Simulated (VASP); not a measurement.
TiGaPd, 6 atoms in the cell. Symmetry: P6_3/mmc, No. 194, hexagonal system. Conventional cell: a = 4.410 Å, b = 4.410 Å, c = 5.383 Å, α = 90.00°, β = 90.00°, γ = 120.00°. Ti (site symmetry -3m) has 2 Ti at 2.69 Å and 6 Ga at 2.88 Å and 6 Pd at 2.88 Å within 3.5 Å. Within 3.4 Å of Ga (site symmetry -6m2) lie 5 Pd at 2.55 to 2.69 Å and 6 Ti at 2.88 Å. Pd (site symmetry -6m2) has 5 Ga at 2.55 to 2.69 Å and 6 Ti at 2.88 Å within 3.4 Å. 

- Program: VASP 6.6.1
- Task: single point
- Functional: r2SCAN
- Potentials or basis: VASP PAW PBE potentials, release 64 (Ti_sv, Ga_d, Pd)
- Cutoff: 520 eV
- k mesh: 6 × 6 × 4
- Occupations: fermi-dirac, width 0.15 eV
- Spin: no spin polarisation
- Dipole correction: no
- Further INCAR settings: ALGO = Normal; EDIFF = 1e-07; NBANDS = 44

Potentials or basis: VASP PAW PBE potentials, release 64 (Ti_sv, Ga_d, Pd).

Launch:

```console
$ cat potpaw_PBE.64/Ti_sv/POTCAR potpaw_PBE.64/Ga_d/POTCAR potpaw_PBE.64/Pd/POTCAR > POTCAR
$ cp INCAR.step1 INCAR
$ mpirun -np 1 vasp_std > vasp.out
$ cp INCAR.step2 INCAR
$ mpirun -np 1 vasp_std > vasp.out
```

Hardware: 1 thread of Intel(R) Xeon(R) Platinum 8488C (Sapphire Rapids) (shared host).

Q: Estimate the wall time of this run.

A: Wall time 4.1 min on 1 thread of Intel(R) Xeon(R) Platinum 8488C (Sapphire Rapids), on a shared host, peak memory 0.26 GiB. Counts: k points 21.
